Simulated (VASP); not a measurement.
Write the native input for VASP 6.6.1 that does the following.

```yaml
Task: single point
Functional: r2SCAN
Potentials_or_basis: VASP PAW PBE potentials, release 64 (Al)
Cutoff: 550 eV
k_mesh: 6 × 6 × 3
Occupations: fermi-dirac, width 0.05 eV
Spin: no spin polarisation
Dipole_correction: no
Further_INCAR_settings: ALGO = Normal; EDIFF = 1e-06; NBANDS = 10
```

The system is Al.

```
CELL_PARAMETERS angstrom
2.81245 0.00000 0.00000
-1.40623 2.43566 0.00000
0.00000 0.00000 4.86685
ATOMIC_POSITIONS crystal
Al 0.66667 0.33333 0.75000
Al 0.33333 0.66667 0.25000
```

One way to write it, as run:

POSCAR

```
Al
1.0
    2.8124550000      0.0000000000      0.0000000000
   -1.4062275000      2.4356574770      0.0000000000
    0.0000000000      0.0000000000      4.8668500000
Al
2
Direct
    0.6666666667      0.3333333333      0.7500000000
    0.3333333333      0.6666666667      0.2500000000
```

INCAR.step1

```
SYSTEM = Al
PREC = Accurate
ENCUT = 550
ISMEAR = -1
SIGMA = 0.05
LREAL = .False.
LASPH = .True.
NELM = 120
NBANDS = 10
GGA = PE
ALGO = Normal
EDIFF = 1E-5
LWAVE = .True.
LCHARG = .False.
GGA_COMPAT = .False.
```

INCAR.step2

```
SYSTEM = Al
PREC = Accurate
ENCUT = 550
EDIFF = 1E-6
ISMEAR = -1
SIGMA = 0.05
LREAL = .False.
LASPH = .True.
NELM = 120
ALGO = Normal
ISIF = 2
LWAVE = .False.
LCHARG = .False.
METAGGA = R2SCAN
LMIXTAU = .True.
NBANDS = 10
ISTART = 1
GGA_COMPAT = .False.
```

KPOINTS

```
Automatic mesh
0
Gamma
  6 6 3
  0 0 0
```

Potentials or basis: VASP PAW PBE potentials, release 64 (Al).

Command:

```sh
$ cat potpaw_PBE.64/Al/POTCAR > POTCAR
$ cp INCAR.step1 INCAR
$ mpirun -np 1 vasp_std > vasp.out
$ cp INCAR.step2 INCAR
$ mpirun -np 1 vasp_std > vasp.out
```

Results of the run:

* Pressure: -1.3 GPa
* Band gap on the k mesh: zero (band 3 reaches 9.41 eV, above the bottom of band 4 at 5.59 eV)

Caveat: the k points lie up to 0.43 Å⁻¹ apart; the PAW data sets were made with another functional, which shifts forces and pressure a little.

Run time: 12 s on 1 thread of Intel(R) Xeon(R) Platinum 8488C (Sapphire Rapids), with other jobs on the host, peak memory 0.15 GiB.
